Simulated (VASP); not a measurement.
A run of VASP 6.6.1:

File INCAR:

```
ALGO = Fast ; EDIFF = 1E-6
ENCUT = 520 ; GGA = PE
ISIF = 2 ; ISMEAR = 0
LASPH = True ; LCHARG = False
LREAL = False ; LWAVE = False
NBANDS = 18 ; NELM = 100
PREC = Accurate ; SIGMA = 0.15
```

Contents of KPOINTS:

```
k-points
0
Gamma
  18 18 18
```

File POSCAR:

```
ZnCu
1.0
    3.3997541578      0.0000000000      0.0000000000
    0.0000000000      3.3997541578      0.0000000000
    0.0000000000      0.0000000000      2.2098402025
Zn Cu
1 1
Direct
    0.5000000000      0.5000000000      0.5000000000
    0.0000000000      0.0000000000      0.0000000000
```

Potentials or basis: VASP PAW PBE potentials, release 64 (Zn, Cu).

Run with:

```console
$ cat potpaw_PBE.64/Zn/POTCAR potpaw_PBE.64/Cu/POTCAR > POTCAR
$ mpirun -np 1 vasp_std > vasp.out
```

Hardware: 1 thread of AMD EPYC 9R45 96-Core Processor (Zen 5), on a shared host.

Question: Estimate the wall time of this run.

Answer: It took 120 s on 1 thread of AMD EPYC 9R45 96-Core Processor (Zen 5), on a shared host, peak memory 0.32 GiB. Counts: scf iterations 16, k points 550.
